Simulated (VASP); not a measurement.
**Ni: single point with LDA**

Ni:

```
Ni
1.0
     0.00000    3.52387    3.52387
     1.76194    0.00000    1.76194
     1.76194    1.76194    0.00000
Ni
2
Cartesian
  0.0000 0.0000 0.0000
  0.0000 1.7619 1.7619
```

| Quantity | Value |
| --- | --- |
| Program | VASP 6.6.1 |
| Task | single point |
| Functional | LDA |
| Potentials or basis | VASP PAW LDA potentials, release 64 (Ni) |
| Cutoff | 520 eV |
| k mesh | 8 × 16 × 16 |
| Occupations | gaussian, width 0.05 eV |
| Spin | no spin polarisation |
| Dipole correction | no |
| Further INCAR settings | ALGO = Normal; EDIFF = 1e-07; NBANDS = 17 |

```yaml
Pressure: -18.8 GPa
Band_gap_on_the_k_mesh: zero (bands 10 and 11 overlap by 0.81 eV)
```

Levels at points of the mesh, in eV from the Fermi level:
```csv
k point,band 6,band 7,band 8,band 9,band 10,band 11,band 12,band 13,band 14,band 15
"(0.00, 0.00, 0.00)",-1.85,-1.85,-0.73,-0.73,-0.08,-0.01,-0.01,6.03,22.40,23.88
"(0.50, 0.00, 0.00)",-1.64,-1.64,-1.64,-0.64,-0.64,-0.64,-0.64,14.64,14.64,24.00
"(0.00, 0.50, 0.00)",-0.08,-0.01,-0.01,0.00,0.17,0.17,2.63,6.03,9.53,14.91
"(0.50, 0.50, 0.00)",-1.87,-1.00,-1.00,0.05,0.05,2.62,2.62,8.71,8.71,14.78
```

Run time: 25 s on 1 thread of Intel(R) Xeon(R) 6975P-C (Granite Rapids) (shared host), peak memory 0.17 GiB.

Caveat: the cell stands under tension; the run has no spin polarisation, though such a crystal can be magnetic. Spin polarisation is off, so any magnetic state and its effect on volume and gap are missing.
